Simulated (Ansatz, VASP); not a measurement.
**Ti: VASP beside Ansatz**

```
Ti
1.0
     0.00000    2.03000    2.07060
     2.03000    0.00000    2.07060
     2.03000    2.03000    0.00000
Ti
1
Direct
  0.00000 0.00000 0.00000
```

Alike in both runs: functional PBEsol; k mesh 9 × 9 × 9; occupations fermi-dirac, width 0.05 eV; no spin polarisation.

|  | VASP | Ansatz |
| --- | --- | --- |
| version | VASP 6.6.1 | Ansatz 0.2.0 |
| potentials or method | VASP PAW PBE potentials, release 64 (Ti_sv) | Ansatz PAW |
| plane-wave cutoff (eV) | 520 | 420 |
| valence electrons in the cell | 12 | 12 |
| task | single point | band structure |

|  | VASP | Ansatz | Ansatz less VASP |
| --- | --- | --- | --- |
| gap on the k mesh at the Fermi level (eV) | none | none | - |
| pressure (GPa) | -2.5 | -2.2 | +0.27 |
| traceless stress, the component that is largest in VASP (GPa) | -0.13 | -0.12 | +0.003 |

VASP's potentials were made for PBE, not for PBEsol. A gap of «none» marks a metal or a gap that the smearing closes. With one functional, cell and mesh, what is left measures potentials, basis and numerics.
